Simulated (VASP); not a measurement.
# Ta2C (P-3m1) in VASP: relaxation of cell and atoms with LDA

Aim: the relaxation of cell and atoms of Ta2C with LDA.

Everything below comes from runs of VASP 6.6.1. Logs are shortened: lines on timing, memory, paths and dates and some standing lists are left out, and cuts for length are marked.

### Step 1. The cell of the first run

Symmetry: P-3m1, No. 164, trigonal system. The conventional cell has a = 3.078 Å, b = 3.078 Å, c = 4.888 Å, α = 90.00°, β = 90.00°, γ = 120.00°. Within 3.1 Å of Ta (site symmetry 3m) lie 3 C at 2.17 Å and 12 Ta at 3.00 to 3.08 Å. Within 2.9 Å of C (site symmetry -3m) lie 6 Ta at 2.17 Å.

### Step 2. Relaxation of cell and atoms, LDA

The input, INCAR:

```
SYSTEM = Ta2C
PREC     = Accurate       ! precision mode
ENCUT    = 600            ! plane-wave cutoff, eV
EDIFF    = 1E-6           ! SCF threshold, eV
ISMEAR   = 0              ! smearing method
SIGMA    = 0.1            ! smearing width, eV
LREAL    = .False.        ! projectors in reciprocal space
LASPH    = .True.         ! aspherical terms in the spheres
NELM     = 100            ! most SCF steps
ALGO     = Normal         ! electronic algorithm
ISIF     = 3              ! what is computed and relaxed
LWAVE    = .False.        ! write WAVECAR
LCHARG   = .False.        ! write CHGCAR
GGA      = CA             ! functional
IBRION   = 2              ! ionic algorithm
NSW      = 100            ! ionic steps
EDIFFG   = -0.005         ! ionic threshold
```

The input, KPOINTS:

```
Automatic mesh
0
Gamma
  15 15 10
  0 0 0
```

The input, POSCAR:

```
Ta2C
1.0
    3.0777036631      0.0000000000      0.0000000000
   -1.5388518316      2.6653695576      0.0000000000
    0.0000000000      0.0000000000      4.8882307610
Ta C
2 1
Direct
    0.3333333333      0.6666666667      0.2530773876
    0.6666666667      0.3333333333      0.7469226124
    0.0000000000      0.0000000000      0.0000000000
```

Potentials or basis: VASP PAW LDA potentials, release 64 (Ta_pv, C).

The run is started by

```bash
$ cat potpaw_LDA.64/Ta_pv/POTCAR potpaw_LDA.64/C/POTCAR > POTCAR
$ mpirun -np 1 vasp_std > vasp.out
```

OUTCAR:

```text
SYSTEM = Ta2C
   PREC = Accurate
   ENCUT = 600
   EDIFF = 1E-6
   ISMEAR = 0
   LREAL = .False.
   LASPH = .True.
   NELM = 100
   ISIF = 3
   GGA = CA
   IBRION = 2
   NSW = 100
   EDIFFG = -0.005

 ion  position               nearest neighbor table
   1  0.333  0.667  0.253-   3 2.17   3 2.17   3 2.17   2 3.00   2 3.00   2 3.00   2 3.05   2 3.05
                             2 3.05
   2  0.667  0.333  0.747-   3 2.17   3 2.17   3 2.17   1 3.00   1 3.00   1 3.00   1 3.05   1 3.05
                             1 3.05
   3  0.000  0.000  0.000-   1 2.17   2 2.17   2 2.17   1 2.17   2 2.17   1 2.17

  LATTYP: Found a hexagonal cell.
 ALAT       =     3.0777036631
 C/A-ratio  =     1.5882720678

  Lattice vectors:

 A1 = (   3.0777036631,   0.0000000000,   0.0000000000)
 A2 = (  -1.5388518316,   2.6653695576,   0.0000000000)
 A3 = (   0.0000000000,   0.0000000000,   4.8882307610)

Analysis of symmetry for initial positions (statically):
=====================================================================
 Subroutine PRICEL returns:
 Original cell was already a primitive cell.

 Routine SETGRP: Setting up the symmetry group for a
 hexagonal supercell.

 Subroutine GETGRP returns: Found 12 space group operations
 (whereof 12 operations were pure point group operations)
 out of a pool of 24 trial point group operations.

The static configuration has the point symmetry D_3d.

Analysis of symmetry for dynamics (positions and initial velocities):
=====================================================================
 Subroutine PRICEL returns:
 Original cell was already a primitive cell.

 Routine SETGRP: Setting up the symmetry group for a
 hexagonal supercell.

 Subroutine GETGRP returns: Found 12 space group operations
 (whereof 12 operations were pure point group operations)
 out of a pool of 24 trial point group operations.

The dynamic configuration has the point symmetry D_3d.

 Subroutine INISYM returns: Found 12 space group operations
 (whereof 12 operations are pure point group operations),
 and found     1 'primitive' translations

----------------------------------------------------------------------------------------

                                     Primitive cell

  volume of cell :      40.0992

  direct lattice vectors                    reciprocal lattice vectors
     3.077703663  0.000000000  0.000000000     0.324917571  0.187591247  0.000000000
[... 99 lines left out ...]
   NELECT =      26.0000    total number of electrons
   NUPDOWN=      -1.0000    fix difference up-down
   EMIN   =  10.00;   EMAX   =-10.00  energy-range for DOS
   EFERMI =   0.00;   METHOD = LEGACY
   ISMEAR =     0;   SIGMA  =   0.10  broadening in eV -4-tet -1-fermi 0-gaus
   EFERMI_NEDOS =   21; number of points for ismear=-14 and -15
   IALGO  =     38    algorithm
   IMIX   =      4    mixing-type and parameters
     AMIX     =   0.40;   BMIX     =  1.00
     AMIX_MAG =   1.60;   BMIX_MAG =  1.00
  volume/ion in A,a.u.               =      13.37        90.20
  Fermi-wavevector in a.u.,A,eV,Ry     =   1.416948  2.677644 27.316990  2.007742
  Thomas-Fermi vector in A             =   2.538229
   LORBIT       =      0    0 simple, 1 ext, 2 COOP (PROOUT), +10 PAW based schemes
   GGA     = CA    functional components
   LHFCALC =     F    Hartree Fock is set to
   AEXX    =    0.0000 exact exchange contribution
   IVDW    =     0    specifies the selected vdW correction
   LEPSILON=     F    determine dielectric tensor
   LRPA    =     F    only Hartree local field effects (RPA)
 conjugate gradient relaxation of ions
 non-spin polarized calculation
 Gauss-broadening in eV      SIGMA  =   0.10
  energy-cutoff  :      600.00
  volume of cell :       40.10
 maximum number of plane-waves:      1363
 NGX is ok and might be reduce to    28
   NGX = 13   NGY = 13   NGZ = 19

--------------------------------------- Ionic step        1  -------------------------------------------

 number of electron      26.0000001 magnetization

 Free energy of the ion-electron system (eV)
  ---------------------------------------------------
  ext. energy  EPLUGINS =         0.00000000
  ---------------------------------------------------
  free energy    TOTEN  =       -37.68884206 eV

  energy without entropy =      -37.68641049  energy(sigma->0) =      -37.68762627

------------------------ aborting loop because EDIFF is reached ----------------------------------------

  FORCE on cell =-STRESS in cart. coord.  units (eV):
  Direction    XX          YY          ZZ          XY          YZ          ZX
  --------------------------------------------------------------------------------------
  -------------------------------------------------------------------------------------
  Total        0.2741000      0.2741000      0.4068504     -0.0000000      0.0000000     -0.0000000
  in kB       10.9517553     10.9517553     16.2558379     -0.0000000      0.0000000     -0.0000000
  external PRESSURE =      12.7197828 kB  Pullay stress =       0.0000000 kB
[... 209 lines left out ...]
--------------------------------------- Ionic step        7  -------------------------------------------

 number of electron      26.0000001 magnetization

 Free energy of the ion-electron system (eV)
  ---------------------------------------------------
  ext. energy  EPLUGINS =         0.00000000
  ---------------------------------------------------
  free energy    TOTEN  =       -37.68962101 eV

  energy without entropy =      -37.68717802  energy(sigma->0) =      -37.68839952

 E-fermi :   6.6407     XC(G=0): -13.0766

 val. band max:        6.6229269442   @ k =   0.0667  -0.0000   0.2000
 cond. band min:       6.6439092151   @ k =   0.0000   0.0000   0.0000
 fundamental gap:      0.0209822709
 Fermi energy:         6.6406892923

 k-point     1 :       0.0000    0.0000    0.0000
  band No.  band energies     occupation
      1     -27.9652      2.00000
      2     -27.2068      2.00000
      3     -27.2068      2.00000
      4     -27.0827      2.00000
      5     -27.0827      2.00000
      6     -26.9916      2.00000
[... 457 lines left out ...]
      4     -27.4714      2.00000
      5     -27.3267      2.00000
      6     -27.2744      2.00000
[... 9 lines left out ...]
     16      10.7421      0.00000
     17      11.1113      0.00000

 [... further k-points ...]

------------------------ aborting loop because EDIFF is reached ----------------------------------------

  FORCE on cell =-STRESS in cart. coord.  units (eV):
  Direction    XX          YY          ZZ          XY          YZ          ZX
  --------------------------------------------------------------------------------------
  -------------------------------------------------------------------------------------
  Total        0.0129442      0.0129442      0.0014173     -0.0000000      0.0000000      0.0000000
  in kB        0.5152186      0.5152186      0.0564121     -0.0000000      0.0000000      0.0000000
  external PRESSURE =       0.3622831 kB  Pullay stress =       0.0000000 kB
[... 18 lines left out ...]
  FREE ENERGIE OF THE ION-ELECTRON SYSTEM (eV)
  ---------------------------------------------------
  free  energy   TOTEN  =       -37.6896210148 eV

  energy  without entropy=      -37.6871780220  energy(sigma->0) =      -37.68839952

 reached required accuracy - stopping structural energy minimisation
```

Run time: 9.1 min. Hardware: 1 thread of AMD EPYC 7R43 (Zen 3), shared host; peak memory 0.3 GiB.

What came out:

| Property | Result |
| --- | --- |
| Free energy | -37.6896 eV |
| Relaxed volume | 13.42 Å³/atom |
| Relaxed cell | a = 3.080 Å, b = 3.080 Å, c = 4.899 Å, α = 90.00°, β = 90.00°, γ = 120.00° |
| Space group after relaxing (to 0.1 Å) | P-3m1 (No. 164) |
| Energy gained by relaxing | 0.3 meV/atom |
| Ionic steps | 7 |
| Pressure after relaxing | 0.0 GPa |
| Band gap on the k mesh | zero (bands 13 and 14 overlap by 0.82 eV) |

Forces in eV/Å, atoms in the order of the input:
```
Ta   0.000  0.000  0.002
Ta   0.000  0.000 -0.002
C    0.000  0.000  0.000
```

The path:
```tsv
step	energy change (eV)	largest force (eV/Å)	pressure (GPa)	volume (Å³)
1	0.0000	0.0740	1.27	40.10
2	0.0049	0.1840	-3.54	40.72
3	-0.0008	0.0034	-0.05	40.26
4	-0.0008	0.0054	-0.05	40.26
5	-0.0007	0.0205	0.24	40.22
6	-0.0008	0.0059	0.05	40.26
7	-0.0008	0.0025	0.04	40.25
```

Final structure:
```
CELL_PARAMETERS angstrom
3.08026 0.00000 0.00000
-1.54013 2.66758 0.00000
0.00000 0.00000 4.89880
ATOMIC_POSITIONS crystal
Ta 0.33333 0.66667 0.25329
Ta 0.66667 0.33333 0.74671
C 0.00000 0.00000 0.00000
```

Levels at points of the mesh, in eV from the Fermi level:
| k point | band 11 | band 12 | band 13 | band 14 | band 15 | band 16 |
| --- | --- | --- | --- | --- | --- | --- |
| (0.00, 0.00, 0.00) | -2.79 | 0.00 | 0.53 | 0.53 | 1.16 | 1.16 |
| (0.00, 0.00, 0.50) | -1.82 | -1.45 | -0.29 | -0.29 | 3.07 | 3.07 |

Caveat: spin-orbit coupling is left out, which moves the levels of the heavy elements.
